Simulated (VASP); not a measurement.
Runs of VASP 6.6.1 on MnO2. The structure is tetragonal, space group P4_2/mnm (No. 136). Conventional cell: a = 4.396 Å, b = 4.396 Å, c = 2.871 Å, α = 90.00°, β = 90.00°, γ = 90.00°. Within 2.5 Å of Mn (site symmetry mmm) lie 6 O at 1.88 to 1.89 Å. O (site symmetry m2m) has 3 Mn at 1.88 to 1.89 Å and 1 O at 2.46 Å within 2.5 Å. 

```csv
spin,fixed moment (μB),gap on the mesh (eV),pressure (GPa),moment (μB),largest force (eV/Å)
"collinear, ferromagnetic start",3.0,-,(a),3.00,0.51
"collinear, ferromagnetic start",6.0,-,-8.7,6.00,0.55
"collinear, ferromagnetic start",-,none,-8.6,(b),0.54
off,-,none,-20.6,-,0.26
```

Alike in all rows: task single point; level LDA+U; potentials or basis VASP PAW LDA potentials, release 64 (Mn_sv, O); Mn d U = 4.0 eV; cell as given; k mesh 4 × 4 × 7; cutoff (eV) 600; smearing gaussian 0.05 eV.

Fill in the values left out.

(a) -14.1; (b) 6.02.

Caveats: the cell stands under tension; the total moment is fixed, so each spin has its own Fermi level (at least some runs); U without spin polarisation on a metal has little footing (at least some runs).

A gap of «none» marks levels without a gap at the run's occupations.
